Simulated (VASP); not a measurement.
# Sn (I4_1/amd) in VASP: further runs, part 2 of 2

VASP 6.6.1. The steps go on from the part before.

## (4) Single point, PBEsol

This run uses another cell than the first one, of 26.89 Å³/atom, 0.964 times its volume.

The input, INCAR:

```
SYSTEM = Sn
PREC     = Accurate       ! precision mode
ENCUT    = 520            ! plane-wave cutoff, eV
EDIFF    = 1E-6           ! SCF threshold, eV
ISMEAR   = -1             ! smearing method
SIGMA    = 0.05           ! smearing width, eV
LREAL    = .FALSE.        ! projectors in reciprocal space
LASPH    = .TRUE.         ! aspherical terms in the spheres
NELM     = 80             ! most SCF steps
ALGO     = Normal         ! electronic algorithm
ISIF     = 2              ! what is computed and relaxed
LWAVE    = .FALSE.        ! write WAVECAR
LCHARG   = .FALSE.        ! write CHGCAR
GGA      = PS             ! functional
NBANDS   = 21             ! bands
```

The input, KPOINTS:

```
Automatic mesh
0
G
  9 9 9
  0 0 0
```

The input, POSCAR:

```
Sn
1.0
   -2.9185566665      2.9185566665      1.5783756692
    2.9185566665     -2.9185566665      1.5783756692
    2.9185566665      2.9185566665     -1.5783756692
Sn
2
Direct
    0.0000000000      0.0000000000      0.0000000000
    0.7500000000      0.2500000000      0.5000000000
```

Potentials or basis: VASP PAW PBE potentials, release 64 (Sn_d).

Command:

```
cat potpaw_PBE.64/Sn_d/POTCAR > POTCAR
mpirun -np 1 vasp_std > vasp.out
```

OUTCAR:

```text
SYSTEM = Sn
   PREC = Accurate
   ENCUT = 520
   EDIFF = 1E-6
   ISMEAR = -1
   LREAL = .FALSE.
   LASPH = .TRUE.
   NELM = 80
   ISIF = 2
   GGA = PS

 ion  position               nearest neighbor table
   1  0.000  0.000  0.000-   2 3.02   2 3.02   2 3.02   2 3.02   2 3.76   2 3.76   2 3.76   2 3.76

   2  0.750  0.250  0.500-   1 3.02   1 3.02   1 3.02   1 3.02   1 3.76   1 3.76   1 3.76   1 3.76

  LATTYP: Found a body centered tetragonal cell.
 ALAT       =     5.8371133330
 C/A-ratio  =     0.5408069294

  Lattice vectors:

 A1 = (  -2.9185566665,   2.9185566665,   1.5783756692)
 A2 = (   2.9185566665,  -2.9185566665,   1.5783756692)
 A3 = (   2.9185566665,   2.9185566665,  -1.5783756692)

Analysis of symmetry for initial positions (statically):
=====================================================================
 Subroutine PRICEL returns:
 Original cell was already a primitive cell.

 Routine SETGRP: Setting up the symmetry group for a
 body centered tetragonal supercell.

 Subroutine GETGRP returns: Found 16 space group operations
 (whereof  8 operations were pure point group operations)
 out of a pool of 16 trial point group operations.

The static configuration has the point symmetry D_2d.
 The point group associated with its full space group is D_4h.

Analysis of symmetry for dynamics (positions and initial velocities):
=====================================================================
 Subroutine PRICEL returns:
 Original cell was already a primitive cell.

 Routine SETGRP: Setting up the symmetry group for a
 body centered tetragonal supercell.

 Subroutine GETGRP returns: Found 16 space group operations
 (whereof  8 operations were pure point group operations)
 out of a pool of 16 trial point group operations.

The dynamic configuration has the point symmetry D_2d.
 The point group associated with its full space group is D_4h.

[... 98 lines left out ...]
   EDIFF  = 0.1E-05   stopping-criterion for ELM
   LREAL  =      F    real-space projection
[... 7 lines left out ...]
   TEBEG  =    0.0;   TEEND  =   0.0 temperature during run
   PSTRESS=    0.0 pullay stress
   NELECT =      28.0000    total number of electrons
   NUPDOWN=      -1.0000    fix difference up-down
   EMIN   =  10.00;   EMAX   =-10.00  energy-range for DOS
   EFERMI =   0.00;   METHOD = LEGACY
   ISMEAR =    -1;   SIGMA  =   0.05  broadening in eV -4-tet -1-fermi 0-gaus
   EFERMI_NEDOS =   21; number of points for ismear=-14 and -15
   IALGO  =     38    algorithm
   IMIX   =      4    mixing-type and parameters
     AMIX     =   0.40;   BMIX     =  1.00
     AMIX_MAG =   1.60;   BMIX_MAG =  1.00
  volume/ion in A,a.u.               =      26.89       181.46
  Fermi-wavevector in a.u.,A,eV,Ry     =   1.317019  2.488805 23.599828  1.734538
  Thomas-Fermi vector in A             =   2.447090
   LORBIT       =      0    0 simple, 1 ext, 2 COOP (PROOUT), +10 PAW based schemes
   GGA     = PS    functional components
   LHFCALC =     F    Hartree Fock is set to
   AEXX    =    0.0000 exact exchange contribution
   IVDW    =     0    specifies the selected vdW correction
   LEPSILON=     F    determine dielectric tensor
   LRPA    =     F    only Hartree local field effects (RPA)
 non-spin polarized calculation
  energy-cutoff  :      520.00
  volume of cell :       53.78
 maximum number of plane-waves:      1466
 NGX is ok and might be reduce to    36
   NGX = 17   NGY = 17   NGZ = 17

 number of electron      28.0000003 magnetization

 Free energy of the ion-electron system (eV)
  ---------------------------------------------------
  ext. energy  EPLUGINS =         0.00000000
  ---------------------------------------------------
  free energy    TOTEN  =        -8.51651298 eV

  energy without entropy =       -8.50863376  energy(sigma->0) =       -8.51257337

 E-fermi :   7.9388     XC(G=0): -10.4948

 val. band max:        7.9070781173   @ k =   0.4444   0.3333   0.0000
 cond. band min:       7.9396950171   @ k =  -0.2222   0.4444   0.2222
 fundamental gap:      0.0326168998
 Fermi energy:         7.9388191394

 k-point     1 :       0.0000    0.0000    0.0000
  band No.  band energies     occupation
      1     -13.6322      2.00000
      2     -13.5535      2.00000
      3     -13.5034      2.00000
      4     -13.4980      2.00000
      5     -13.3331      2.00000
      6     -13.3331      2.00000
[... 565 lines left out ...]
     20      18.7435      0.00000
     21      19.3594      0.00000

 [... further k-points ...]
[... 5 lines left out ...]
  --------------------------------------------------------------------------------------
  -------------------------------------------------------------------------------------
  Total       -0.0152961     -0.0152961     -0.0224197      0.0000000      0.0000000      0.0000000
  in kB       -0.4557069     -0.4557069     -0.6679339      0.0000000      0.0000000      0.0000000
  external PRESSURE =      -0.5264493 kB  Pullay stress =       0.0000000 kB

 VOLUME and BASIS-vectors are now :
 -----------------------------------------------------------------------------
  energy-cutoff  :      520.00
  volume of cell :       53.78
      direct lattice vectors                 reciprocal lattice vectors
    -2.918556666  2.918556666  1.578375669     0.000000000  0.171317558  0.316781366
     2.918556666 -2.918556666  1.578375669     0.171317558  0.000000000  0.316781366
     2.918556666  2.918556666 -1.578375669     0.171317558  0.171317558  0.000000000

 POSITION                                       TOTAL-FORCE (eV/Angst)
 -----------------------------------------------------------------------------------
      0.00000      0.00000      0.00000        -0.000000      0.000000     -0.000000
     -0.00000      2.91856      0.78919         0.000000     -0.000000      0.000000
 -----------------------------------------------------------------------------------
    total drift:                               -0.000000      0.000000     -0.000000

  FREE ENERGIE OF THE ION-ELECTRON SYSTEM (eV)
  ---------------------------------------------------
  free  energy   TOTEN  =        -8.5165129772 eV

  energy  without entropy=       -8.5086337568  energy(sigma->0) =       -8.51257337
```

OSZICAR:

```text
N       E                     dE             d eps       ncg     rms          rms(c)
DAV:   1     0.222612614477E+03    0.22261E+03   -0.14355E+04  3247   0.208E+03
DAV:   2     0.148364506994E+02   -0.20778E+03   -0.20345E+03  3180   0.462E+02
DAV:   3    -0.782366161424E+01   -0.22660E+02   -0.22491E+02  3676   0.135E+02
DAV:   4    -0.853227447696E+01   -0.70861E+00   -0.70810E+00  3584   0.266E+01
DAV:   5    -0.856088823040E+01   -0.28614E-01   -0.28613E-01  4473   0.502E+00    0.246E+00
DAV:   6    -0.852725219591E+01    0.33636E-01   -0.48930E-02  4274   0.322E+00    0.133E+00
DAV:   7    -0.851706499318E+01    0.10187E-01   -0.24850E-02  4275   0.226E+00    0.191E-01
DAV:   8    -0.851650723025E+01    0.55776E-03   -0.22876E-03  4040   0.660E-01    0.300E-02
DAV:   9    -0.851651339914E+01   -0.61689E-05   -0.67121E-05  4162   0.736E-02    0.109E-02
DAV:  10    -0.851651297717E+01    0.42197E-06   -0.39910E-06  3545   0.238E-02
   1 F= -.85165130E+01 E0= -.85125734E+01  d E =-.787922E-02
```

stdout:

```text
POSCAR found type information on POSCAR Sn
 POSCAR found :  1 types and       2 ions
 scaLAPACK will be used
 -----------------------------------------------------------------------------
|                                                                             |
|                                                                             |
|     You enforced a specific xc type in the INCAR file but a different       |
|     I HOPE YOU KNOW WHAT YOU ARE DOING!                                     |
|                                                                             |
 -----------------------------------------------------------------------------

 LDA part: xc-table for (Slater+PW92), standard interpolation
 POSCAR, INCAR and KPOINTS ok, starting setup
 FFT: planning ... GRIDC
 FFT: planning ... GRID_SOFT
 FFT: planning ... GRID
 WAVECAR not read
 entering main loop
```

Run time: 28 s. Hardware: 1 thread of Intel Xeon 6975P-C (Granite Rapids), shared host; peak memory 0.23 GiB.

What came out:

| Property | Result |
| --- | --- |
| Free energy | -8.5165 eV |
| Pressure | -0.1 GPa |
| Band gap on the k mesh | zero (band 14 reaches 9.15 eV, above the bottom of band 15 at 5.09 eV) |

Caveat: the PAW data sets were made with another functional, which shifts forces and pressure a little; spin-orbit coupling is left out, which moves the levels of the heavy elements.

## (5) Single point, LDA

This run uses another cell than the first one, of 27.65 Å³/atom, 0.991 times its volume.

The input, INCAR:

```
  PREC = Accurate
  ENCUT = 520
  EDIFF = 1E-7
  ISMEAR = 0
  SIGMA = 0.02
  LREAL = F
  LASPH = T
  NELM = 100
  ALGO = Normal
  ISIF = 2
  LWAVE = F
  LCHARG = F
  GGA = CA
  NBANDS = 21
```

The input, KPOINTS:

```
regular mesh
0
Gamma
  9 9 9
```

The input, POSCAR:

```
Sn
1.0
   -2.9401404553      2.9401404553      1.5993019889
    2.9401404553     -2.9401404553      1.5993019889
    2.9401404553      2.9401404553     -1.5993019889
Sn
2
Direct
    0.0000000000      0.0000000000      0.0000000000
    0.7500000000      0.2500000000      0.5000000000
```

Potentials or basis: VASP PAW LDA potentials, release 64 (Sn_d).

Command:

```
cat potpaw_LDA.64/Sn_d/POTCAR > POTCAR
mpirun -np 1 vasp_std > vasp.out
```

OUTCAR:

```text
PREC = Accurate
   ENCUT = 520
   EDIFF = 1E-7
   ISMEAR = 0
   LREAL = F
   LASPH = T
   NELM = 100
   ISIF = 2
   GGA = CA

 ion  position               nearest neighbor table
   1  0.000  0.000  0.000-   2 3.05   2 3.05   2 3.05   2 3.05
   2  0.750  0.250  0.500-   1 3.05   1 3.05   1 3.05   1 3.05

  LATTYP: Found a body centered tetragonal cell.
 ALAT       =     5.8802809106
 C/A-ratio  =     0.5439542815

  Lattice vectors:

 A1 = (  -2.9401404553,   2.9401404553,   1.5993019889)
 A2 = (   2.9401404553,  -2.9401404553,   1.5993019889)
 A3 = (   2.9401404553,   2.9401404553,  -1.5993019889)

Analysis of symmetry for initial positions (statically):
=====================================================================
 Subroutine PRICEL returns:
 Original cell was already a primitive cell.

 Routine SETGRP: Setting up the symmetry group for a
 body centered tetragonal supercell.

 Subroutine GETGRP returns: Found 16 space group operations
 (whereof  8 operations were pure point group operations)
 out of a pool of 16 trial point group operations.

[... 154 lines left out ...]

 number of electron      27.9999990 magnetization

 Free energy of the ion-electron system (eV)
  ---------------------------------------------------
  ext. energy  EPLUGINS =         0.00000000
  ---------------------------------------------------
  free energy    TOTEN  =        -8.94516020 eV

  energy without entropy =       -8.94487606  energy(sigma->0) =       -8.94501813

 E-fermi :   7.4673     XC(G=0): -10.4587

 val. band max:        7.4609019756   @ k =   0.4444   0.3333   0.0000
 cond. band min:       7.5039838769   @ k =  -0.2222   0.4444   0.2222
 fundamental gap:      0.0430819013
 Fermi energy:         7.4673195274

 k-point     1 :       0.0000    0.0000    0.0000
  band No.  band energies     occupation
      1     -14.0538      2.00000
      2     -13.9743      2.00000
      3     -13.9304      2.00000
      4     -13.9212      2.00000
      5     -13.7763      2.00000
      6     -13.7763      2.00000
[... 565 lines left out ...]
     20      18.1937      0.00000
     21      18.6473      0.00000

 [... further k-points ...]
[... 5 lines left out ...]
  --------------------------------------------------------------------------------------
  -------------------------------------------------------------------------------------
  Total       -0.9385826     -0.9385826     -1.0520731      0.0000000      0.0000000      0.0000000
  in kB      -27.1929585    -27.1929585    -30.4810457      0.0000000      0.0000000      0.0000000
  external PRESSURE =     -28.2889875 kB  Pullay stress =       0.0000000 kB

 VOLUME and BASIS-vectors are now :
 -----------------------------------------------------------------------------
  energy-cutoff  :      520.00
  volume of cell :       55.30
      direct lattice vectors                 reciprocal lattice vectors
    -2.940140455  2.940140455  1.599301989     0.000000000  0.170059903  0.312636390
     2.940140455 -2.940140455  1.599301989     0.170059903  0.000000000  0.312636390
     2.940140455  2.940140455 -1.599301989     0.170059903  0.170059903  0.000000000

 POSITION                                       TOTAL-FORCE (eV/Angst)
 -----------------------------------------------------------------------------------
      0.00000      0.00000      0.00000         0.000000      0.000000     -0.000000
      0.00000      2.94014      0.79965        -0.000000     -0.000000      0.000000
 -----------------------------------------------------------------------------------
    total drift:                               -0.000000      0.000000     -0.000000

  FREE ENERGIE OF THE ION-ELECTRON SYSTEM (eV)
  ---------------------------------------------------
  free  energy   TOTEN  =        -8.9451602042 eV

  energy  without entropy=       -8.9448760577  energy(sigma->0) =       -8.94501813
```

stdout:

```text
POSCAR found type information on POSCAR Sn
 POSCAR found :  1 types and       2 ions
 scaLAPACK will be used
 LDA part: xc-table for (Slater(with rela. corr.)+CA(PZ))
 , standard interpolation
 POSCAR, INCAR and KPOINTS ok, starting setup
 FFT: planning ... GRIDC
 FFT: planning ... GRID_SOFT
 FFT: planning ... GRID
 WAVECAR not read
 entering main loop
```

Wall time 69 s (1 thread of Intel Xeon Platinum 8259CL at 2.50GHz (Skylake/Cascade Lake), shared host); peak memory 0.21 GiB.

What came out:

* Free energy: -8.9452 eV
* Pressure: -2.8 GPa
* Band gap on the k mesh: zero (band 14 reaches 8.69 eV, above the bottom of band 15 at 4.76 eV)

Stress tensor (GPa, compression positive):
```
-2.72  0.00  0.00
 0.00 -2.72  0.00
 0.00  0.00 -3.05
```

Caveat: spin-orbit coupling is left out, which moves the levels of the heavy elements.

## (6) The runs side by side

| level | potentials or basis | cell | smearing | gap on the mesh (eV) | pressure (GPa) |
| --- | --- | --- | --- | --- | --- |
| BLYP+D3(BJ) | VASP PAW PBE potentials, release 64 (Sn_d) | a = 4.472 Å, angles 97.4, 97.4, 138.1°, 2 atoms | fermi-dirac 0.05 eV | none | 0.0 |
| PBE | VASP PAW PBE potentials, release 64 (Sn_d) | a = 4.455 Å, angles 97.4, 97.4, 137.9°, 2 atoms | fermi-dirac 0.05 eV | none | 1.3 |
| PBEsol | VASP PAW PBE potentials, release 64 (Sn_d) | a = 4.419 Å, angles 97.3, 97.3, 138.1°, 2 atoms | fermi-dirac 0.05 eV | none | -0.1 |
| LDA | VASP PAW LDA potentials, release 64 (Sn_d) | a = 4.455 Å, angles 97.4, 97.4, 137.9°, 2 atoms | gaussian 0.02 eV | none | -2.8 |

Alike in all rows: task single point; no spin polarisation; k mesh 9 × 9 × 9; cutoff (eV) 520.

Caveats: spin-orbit coupling is left out, which moves the levels of the heavy elements; the PAW data sets were made with another functional, which shifts forces and pressure a little (some runs); pairwise dispersion overbinds metals, which lowers pressure and volume (some runs).

Absolute energies hang on the potentials; compare differences alone.
